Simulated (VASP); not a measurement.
# Mg (Im-3m) in VASP: a series of runs, part 2 of 2

VASP 6.6.1. Earlier steps stand in the parts before.

## (4) Relaxation of cell and atoms, PBEsol, target pressure 1e-06 GPa, at which the enthalpy is minimised

This run uses another cell than the first one, of 22.46 Å³/atom.

File INCAR:

```
PREC = Accurate
ENCUT = 600
EDIFF = 1E-6
ISMEAR = 0
SIGMA = 0.1
LREAL = F
LASPH = T
NELM = 100
ALGO = Fast
ISIF = 3
LWAVE = F
LCHARG = F
GGA = PS
IBRION = 2
NSW = 70
EDIFFG = -0.004
PSTRESS = 9.999999999999999e-06
```

File KPOINTS:

```
regular mesh
0
Gamma
  20 20 20
```

File POSCAR:

```
Mg
1.0
   -1.7774767724      1.7774767724      1.7774767724
    1.7774767724     -1.7774767724      1.7774767724
    1.7774767724      1.7774767724     -1.7774767724
Mg
1
Direct
    0.0000000000      0.0000000000      0.0000000000
```

Potentials or basis: VASP PAW PBE potentials, release 64 (Mg).

Command:

```bash
$ cat potpaw_PBE.64/Mg/POTCAR > POTCAR
$ mpirun -np 1 vasp_std > vasp.out
```

OUTCAR:

```text
PREC = Accurate
   ENCUT = 600
   EDIFF = 1E-6
   ISMEAR = 0
   LREAL = F
   LASPH = T
   NELM = 100
   ISIF = 3
   GGA = PS
   IBRION = 2
   NSW = 70
   EDIFFG = -0.004
   PSTRESS = 9.999999999999999e-06

 ion  position               nearest neighbor table
   1  0.000  0.000  0.000-

  LATTYP: Found a body centered cubic cell.
 ALAT       =     3.5549535448

  Lattice vectors:

 A1 = (  -1.7774767724,   1.7774767724,   1.7774767724)
[... 425 lines left out ...]

------------------------ aborting loop because EDIFF is reached ----------------------------------------

  FORCE on cell =-STRESS in cart. coord.  units (eV):
  Direction    XX          YY          ZZ          XY          YZ          ZX
  --------------------------------------------------------------------------------------
  -------------------------------------------------------------------------------------
  Total       -0.0021515     -0.0021515     -0.0021515      0.0000000      0.0000000     -0.0000000
  in kB       -0.1536194     -0.1536194     -0.1536194      0.0000000      0.0000000     -0.0000000
  external PRESSURE =      -0.1536294 kB  Pullay stress =       0.0000100 kB

 VOLUME and BASIS-vectors are now :
 -----------------------------------------------------------------------------
  energy-cutoff  :      600.00
  volume of cell :       22.44
      direct lattice vectors                 reciprocal lattice vectors
    -1.776846970  1.776846970  1.776846970     0.000000000  0.281397334  0.281397334
     1.776846970 -1.776846970  1.776846970     0.281397334  0.000000000  0.281397334
     1.776846970  1.776846970 -1.776846970     0.281397334  0.281397334  0.000000000

 POSITION                                       TOTAL-FORCE (eV/Angst)
 -----------------------------------------------------------------------------------
      0.00000      0.00000      3.55369        -0.000000     -0.000000      0.000000
 -----------------------------------------------------------------------------------
    total drift:                               -0.000000      0.000000     -0.000000

  FREE ENERGIE OF THE ION-ELECTRON SYSTEM (eV)
  ---------------------------------------------------
  free  energy   TOTEN  =        -1.6976434489 eV

  energy  without entropy=       -1.6957199770  energy(sigma->0) =       -1.69668171

  enthalpy is  TOTEN    =        -1.6976433089 eV   P V=        0.0000001401

 reached required accuracy - stopping structural energy minimisation
```

OSZICAR:

```text
N       E                     dE             d eps       ncg     rms          rms(c)
DAV:   1    -0.661783578302E+00   -0.66178E+00   -0.80821E+02  2720   0.306E+02
DAV:   2    -0.170213411662E+01   -0.10404E+01   -0.10099E+01  3205   0.176E+01
DAV:   3    -0.170928100879E+01   -0.71469E-02   -0.71437E-02  3560   0.159E+00
DAV:   4    -0.170929579234E+01   -0.14784E-04   -0.14783E-04  3660   0.565E-02
DAV:   5    -0.170929583568E+01   -0.43333E-07   -0.43147E-07  3485   0.206E-03    0.683E-01
RMM:   6    -0.170308666131E+01    0.62092E-02   -0.28674E-04  2560   0.149E-01    0.434E-01
RMM:   7    -0.169762876751E+01    0.54579E-02   -0.13077E-03  2560   0.299E-01    0.227E-02
RMM:   8    -0.169763805423E+01   -0.92867E-05   -0.48805E-05  2560   0.631E-02    0.547E-03
RMM:   9    -0.169763828404E+01   -0.22981E-06   -0.35730E-06  2525   0.160E-02
   1 F= -.16976381E+01 E0= -.16966738E+01  d E =-.169764E+01
       N       E                     dE             d eps       ncg     rms          rms(c)
DAV:   1    -0.169764345249E+01   -0.53983E-05   -0.22490E-05  3780   0.249E-02    0.166E-03
RMM:   2    -0.169764344894E+01    0.35589E-08   -0.10814E-07  1300   0.249E-03
   2 F= -.16976433E+01 E0= -.16966816E+01  d E =-.516505E-05
```

Run time: 22 s. Hardware: 1 thread of Intel Xeon Platinum 8488C (Sapphire Rapids), shared host; peak memory 0.19 GiB.

What came out:

```
Free energy                                                : -1.6976 eV
Relaxed volume                                             : 22.44 Å³/atom
Relaxed cell                                               : a = 3.078 Å, b = 3.078 Å, c = 3.078 Å, α = 109.47°, β = 109.47°, γ = 109.47°
Space group after relaxing (to 0.1 Å)                      : Im-3m (No. 229)
Energy change on relaxing (the run minimises the enthalpy) : -0.0 meV/atom
Ionic steps                                                : 2
Pressure after relaxing                                    : 0.0 GPa
Band gap on the k mesh                                     : zero (bands 1 and 2 overlap by 4.82 eV)
```

Final structure:
```
Mg
1.0
    -1.77685    1.77685    1.77685
     1.77685   -1.77685    1.77685
     1.77685    1.77685   -1.77685
Mg
1
Cartesian
  0.0000 0.0000 3.5537
```

Caveat: the cell is relaxed towards a set pressure, so the run minimises the enthalpy, not the energy; the PAW data sets were made with another functional, which shifts forces and pressure a little.

## (5) Single point, PBEsol

This run uses another cell than the first one, of 13.51 Å³/atom.

File INCAR:

```
SYSTEM = Mg
PREC = Accurate
ENCUT = 520
EDIFF = 1E-7
ISMEAR = 0
SIGMA = 0.1
LREAL = .False.
LASPH = .True.
NELM = 60
ALGO = Normal
ISIF = 2
LWAVE = .False.
LCHARG = .False.
GGA = PS
NBANDS = 7
```

File KPOINTS:

```
regular mesh
0
Gamma
  16 16 16
  0 0 0
```

File POSCAR:

```
Mg
1.0
   -1.5004592388      1.5004592388      1.5004592388
    1.5004592388     -1.5004592388      1.5004592388
    1.5004592388      1.5004592388     -1.5004592388
Mg
1
Direct
    0.0000000000      0.0000000000      0.0000000000
```

Potentials or basis: VASP PAW PBE potentials, release 64 (Mg).

Command:

```bash
$ cat potpaw_PBE.64/Mg/POTCAR > POTCAR
$ mpirun -np 1 vasp_std > vasp.out
```

OUTCAR:

```text
SYSTEM = Mg
   PREC = Accurate
   ENCUT = 520
   EDIFF = 1E-7
   ISMEAR = 0
   LREAL = .False.
   LASPH = .True.
   NELM = 60
   ISIF = 2
   GGA = PS

 ion  position               nearest neighbor table
   1  0.000  0.000  0.000-

  LATTYP: Found a body centered cubic cell.
 ALAT       =     3.0009184776

  Lattice vectors:

 A1 = (  -1.5004592388,   1.5004592388,   1.5004592388)
 A2 = (   1.5004592388,  -1.5004592388,   1.5004592388)
 A3 = (   1.5004592388,   1.5004592388,  -1.5004592388)

Analysis of symmetry for initial positions (statically):
=====================================================================
 Subroutine PRICEL returns:
 Original cell was already a primitive cell.

 Routine SETGRP: Setting up the symmetry group for a
 body centered cubic supercell.

 Subroutine GETGRP returns: Found 48 space group operations
 (whereof 48 operations were pure point group operations)
 out of a pool of 48 trial point group operations.

The static configuration has the point symmetry O_h .

Analysis of symmetry for dynamics (positions and initial velocities):
=====================================================================
 Subroutine PRICEL returns:
 Original cell was already a primitive cell.

 Routine SETGRP: Setting up the symmetry group for a
 body centered cubic supercell.

 Subroutine GETGRP returns: Found 48 space group operations
 (whereof 48 operations were pure point group operations)
 out of a pool of 48 trial point group operations.

The dynamic configuration has the point symmetry O_h .

 Subroutine INISYM returns: Found 48 space group operations
 (whereof 48 operations are pure point group operations),
 and found     1 'primitive' translations

----------------------------------------------------------------------------------------

                                     Primitive cell

  volume of cell :      13.5124

[... 107 lines left out ...]
  volume/ion in A,a.u.               =      13.51        91.19
  Fermi-wavevector in a.u.,A,eV,Ry     =   0.865979  1.636463 10.203273  0.749919
  Thomas-Fermi vector in A             =   1.984301
   LORBIT       =      0    0 simple, 1 ext, 2 COOP (PROOUT), +10 PAW based schemes
   GGA     = PS    functional components
   LHFCALC =     F    Hartree Fock is set to
   AEXX    =    0.0000 exact exchange contribution
   IVDW    =     0    specifies the selected vdW correction
   LEPSILON=     F    determine dielectric tensor
   LRPA    =     F    only Hartree local field effects (RPA)
 non-spin polarized calculation
 Gauss-broadening in eV      SIGMA  =   0.10
  energy-cutoff  :      520.00
  volume of cell :       13.51
 maximum number of plane-waves:       378
   NGX =  9   NGY =  9   NGZ =  9

 number of electron       2.0000000 magnetization

 Free energy of the ion-electron system (eV)
  ---------------------------------------------------
  ext. energy  EPLUGINS =         0.00000000
  ---------------------------------------------------
  free energy    TOTEN  =        -0.75963412 eV

  energy without entropy =       -0.75812290  energy(sigma->0) =       -0.75887851

 E-fermi :   6.0829     XC(G=0): -10.3870

 val. band max:        6.0388717453   @ k =  -0.3750  -0.4375   0.1875
 cond. band min:       6.1201682523   @ k =   0.3750   0.1875   0.0625
 fundamental gap:      0.0812965070
 Fermi energy:         6.0829313152

 k-point     1 :       0.0000    0.0000    0.0000
  band No.  band energies     occupation
      1      -3.4714      2.00000
      2      23.0926      0.00000
      3      23.0926      0.00000
      4      23.0926      0.00000
      5      25.7916      0.00000
      6      25.7916      0.00000
      7      27.5148      0.00000
[... 221 lines left out ...]
 k-point    24 :       0.2500    0.1875   -0.0000
  band No.  band energies     occupation
      1       1.1988      2.00000
      2      10.2482      0.00000
      3      12.9791      0.00000
      4      19.4201      0.00000
      5      23.4048      0.00000
      6      26.7187      0.00000
      7      29.8194      0.00000

 [... further k-points ...]

------------------------ aborting loop because EDIFF is reached ----------------------------------------

  FORCE on cell =-STRESS in cart. coord.  units (eV):
  Direction    XX          YY          ZZ          XY          YZ          ZX
  --------------------------------------------------------------------------------------
  -------------------------------------------------------------------------------------
  Total        4.3052434      4.3052434      4.3052434      0.0000000      0.0000000     -0.0000000
  in kB      510.4764287    510.4764287    510.4764287      0.0000000      0.0000000     -0.0000000
  external PRESSURE =     510.4764287 kB  Pullay stress =       0.0000000 kB

 VOLUME and BASIS-vectors are now :
 -----------------------------------------------------------------------------
  energy-cutoff  :      520.00
  volume of cell :       13.51
      direct lattice vectors                 reciprocal lattice vectors
    -1.500459239  1.500459239  1.500459239     0.000000000  0.333231312  0.333231312
     1.500459239 -1.500459239  1.500459239     0.333231312  0.000000000  0.333231312
     1.500459239  1.500459239 -1.500459239     0.333231312  0.333231312  0.000000000

 POSITION                                       TOTAL-FORCE (eV/Angst)
 -----------------------------------------------------------------------------------
      0.00000      0.00000      0.00000        -0.000000     -0.000000      0.000000
 -----------------------------------------------------------------------------------
    total drift:                                0.000000      0.000000     -0.000000

  FREE ENERGIE OF THE ION-ELECTRON SYSTEM (eV)
  ---------------------------------------------------
  free  energy   TOTEN  =        -0.7596341152 eV

  energy  without entropy=       -0.7581228971  energy(sigma->0) =       -0.75887851
```

Run time: 9.8 s. Hardware: 1 thread of Intel Xeon 8259CL, shared host; peak memory 0.13 GiB.

What came out:

| Quantity | Value |
| --- | --- |
| Free energy | -0.7596 eV |
| Pressure | 51.0 GPa |
| Band gap on the k mesh | zero (bands 1 and 2 overlap by 4.86 eV) |

Caveat: the cell stands under pressure; the PAW data sets were made with another functional, which shifts forces and pressure a little.

## (6) Overview

```tsv
task	cell	k mesh	cutoff (eV)	gap on the mesh (eV)	pressure (GPa)
relaxation of cell and atoms	relaxed to 12 GPa from a = 2.866 Å, angles 109.5°, 1 atom	20 × 20 × 20	600	none	12.0
relaxation of cell and atoms	relaxed to 1e-06 GPa from a = 2.866 Å, angles 109.5°, 1 atom	20 × 20 × 20	600	none	0.0
relaxation of cell and atoms	relaxed to 1e-06 GPa from a = 3.079 Å, angles 109.5°, 1 atom	20 × 20 × 20	600	none	0.0
single point	a = 2.599 Å, angles 109.5°, 1 atom	16 × 16 × 16	520	none	51.0
```

Alike in all rows: level PBEsol; potentials or basis VASP PAW PBE potentials, release 64 (Mg); no spin polarisation; smearing gaussian 0.1 eV.

Caveats: the PAW data sets were made with another functional, which shifts forces and pressure a little; the cell is relaxed towards a set pressure, so the run minimises the enthalpy, not the energy (at least some runs); the volume moved by over 15 % at a fixed basis, so the end points are rough (at least some runs); the cell stands under pressure (at least some runs).

Absolute energies hang on the potentials; compare differences alone.
